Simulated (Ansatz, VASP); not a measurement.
Ta: VASP beside Ansatz

INCAR

```
PREC = Accurate
ENCUT = 520
EDIFF = 1E-6
ISMEAR = 1
SIGMA = 0.02
LREAL = F
LASPH = T
NELM = 60
ALGO = Fast
ISIF = 2
LWAVE = F
LCHARG = F
GGA = CA
NBANDS = 12
```

KPOINTS

```
regular mesh
0
Gamma
  22 22 22
```

Contents of POSCAR:

```
Ta
1.0
   -1.7938626462      1.7938626462      1.3992128641
    1.7938626462     -1.7938626462      1.3992128641
    1.7938626462      1.7938626462     -1.3992128641
Ta
1
Direct
    0.0000000000      0.0000000000      0.0000000000
```

Input for Ansatz:

```yaml
crystal:
  lattice:
    - [-1.7938626462, 1.7938626462, 1.3992128641]
    - [1.7938626462, -1.7938626462, 1.3992128641]
    - [1.7938626462, 1.7938626462, -1.3992128641]
  atoms:
    - { symbol: Ta, position: [0.0, 0.0, 0.0] }
basis:
  ecutwfc: 420
kpoints:
  mp_grid: { grid: [22, 22, 22] }
hamiltonian:
  xc: lda
scf:
  occupations: { method: methfessel_paxton, width: 0.02 }
output:
  forces: true
  stress: true
  eigenvalues: true
```

Alike in both runs: task single point; functional LDA; k mesh 22 × 22 × 22; occupations methfessel-paxton of order 1, width 0.02 eV; no spin polarisation.

|  | VASP | Ansatz |
| --- | --- | --- |
| version | VASP 6.6.1 | Ansatz 0.2.0 |
| potentials or method | VASP PAW LDA potentials, release 64 (Ta_pv), cutoff 520 eV | scalar-relativistic, plane waves, PAW |
| valence electrons in the cell | 11 | 13 |

```tsv
	VASP	Ansatz	Ansatz less VASP
gap on the k mesh at the Fermi level (eV)	none	none	-
pressure (GPa)	-3.0	-3.8	-0.77
traceless stress, the component that is largest in VASP (GPa)	16.73	16.68	-0.044
```

LDA's correlation is that of Perdew and Zunger in VASP and of Perdew and Wang (1992) in Ansatz. A gap of «none» marks a metal or a gap that the smearing closes. VASP's potentials hold 11 valence electrons a cell and Ansatz's 13, so a difference there can come from the potentials and not from the codes.

Neither program's run includes spin-orbit coupling.
